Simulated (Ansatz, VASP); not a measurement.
MgS: VASP beside Ansatz

Contents of INCAR:

```
ALGO     = Normal         # electronic algorithm
EDIFF    = 1E-6           # SCF threshold, eV
ENCUT    = 600            # plane-wave cutoff, eV
GGA_COMPAT= False        
ISIF     = 2              # what is computed and relaxed
ISMEAR   = 0              # smearing method
LASPH    = True           # aspherical terms in the spheres
LCHARG   = False          # write CHGCAR
LREAL    = False          # projectors in reciprocal space
LWAVE    = False          # write WAVECAR
NBANDS   = 11             # bands
NELM     = 120            # most SCF steps
PREC     = Accurate       # precision mode
SIGMA    = 0.1            # smearing width, eV
```

KPOINTS

```
k-points
0
Gamma
  6 6 6
```

The input POSCAR:

```
MgS
1.0
    0.0000000000      2.6016500000      2.6016500000
    2.6016500000      0.0000000000      2.6016500000
    2.6016500000      2.6016500000      0.0000000000
Mg S
1 1
Direct
    0.0000000000      0.0000000000      0.0000000000
    0.5000000000      0.5000000000      0.5000000000
```

Input for Ansatz:

```yaml
crystal:
  lattice:
    - [0.0, 2.60165, 2.60165]
    - [2.60165, 0.0, 2.60165]
    - [2.60165, 2.60165, 0.0]
  atoms:
    - { symbol: Mg, position: [0.0, 0.0, 0.0] }
    - { symbol: S, position: [0.5, 0.5, 0.5] }
basis:
  ecutwfc: 420
kpoints:
  mp_grid: { grid: [6, 6, 6] }
hamiltonian:
  xc: lda
scf:
  occupations: { method: gaussian, width: 0.1 }
output:
  forces: true
  stress: true
  eigenvalues: true
```

Alike in both runs: task single point; functional LDA; k mesh 6 × 6 × 6; occupations gaussian, width 0.1 eV; no spin polarisation.

|  | VASP | Ansatz |
| --- | --- | --- |
| version | VASP 6.6.1 | Ansatz 0.2.0 |
| potentials or method | VASP PAW LDA potentials, release 64 (Mg, S), cutoff 600 eV | scalar-relativistic, plane waves, PAW |
| valence electrons in the cell | 8 | 16 |

Ansatz gave:

```
gap on the k mesh at the Fermi level (eV) : 2.56
least direct gap on the mesh (eV)         : 3.48
pressure (GPa)                            : -3.3
```

Question: What did VASP give for the same quantities?

Answer: gap on the k mesh at the Fermi level (eV): 2.56; least direct gap on the mesh (eV): 3.49; pressure (GPa): -3.8.

LDA's correlation is that of Perdew and Zunger in VASP and of Perdew and Wang (1992) in Ansatz. VASP's potentials hold 8 valence electrons a cell and Ansatz's 16, so a difference there can come from the potentials and not from the codes.
